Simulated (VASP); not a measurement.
Set up this calculation in VASP 6.6.1, as the native input.

| Quantity | Value |
| --- | --- |
| Task | single point |
| Functional | PBE |
| Potentials or basis | VASP PAW PBE potentials, release 64 (Hg, Te) |
| Cutoff | 520 eV |
| k mesh | 12 × 12 × 12 |
| Occupations | gaussian, width 0.1 eV |
| Spin | no spin polarisation |
| Dipole correction | no |
| Further INCAR settings | ALGO = Normal; EDIFF = 1e-06; NBANDS = 16 |

The structure of HgTe lies in POSCAR:

```
HgTe
1.0
    0.0000000000      3.3593446744      3.3593446744
    3.3593446744      0.0000000000      3.3593446744
    3.3593446744      3.3593446744      0.0000000000
Hg Te
1 1
Direct
    0.0000000000      0.0000000000      0.0000000000
    0.2500000000      0.2500000000      0.2500000000
```

This cell differs from its parent crystal: volume scaled by 1.03.

These files were run (other wordings do the same):

INCAR

```
ALGO = Normal
EDIFF = 1E-6
ENCUT = 520
GGA = PE
ISIF = 2
ISMEAR = 0
LASPH = T
LCHARG = T
LELF = T
LREAL = F
LVHAR = T
LWAVE = F
NBANDS = 16
NELM = 100
PREC = Accurate
SIGMA = 0.1
```

KPOINTS

```
k-points
0
Gamma
  12 12 12
```

Potentials or basis: VASP PAW PBE potentials, release 64 (Hg, Te).

Launch:

```bash
$ cat potpaw_PBE.64/Hg/POTCAR potpaw_PBE.64/Te/POTCAR > POTCAR
$ mpirun -np 1 vasp_std > vasp.out
```

It gave:

```
Pressure               : -0.9 GPa
Band gap on the k mesh : zero (filled and empty bands touch)
```

Caveat: spin-orbit coupling is left out, which moves the levels of the heavy elements.

Run time: 51 s on 1 thread of Intel(R) Xeon(R) Platinum 8259CL CPU @ 2.50GHz (Skylake/Cascade Lake) (shared host), peak memory 0.26 GiB.
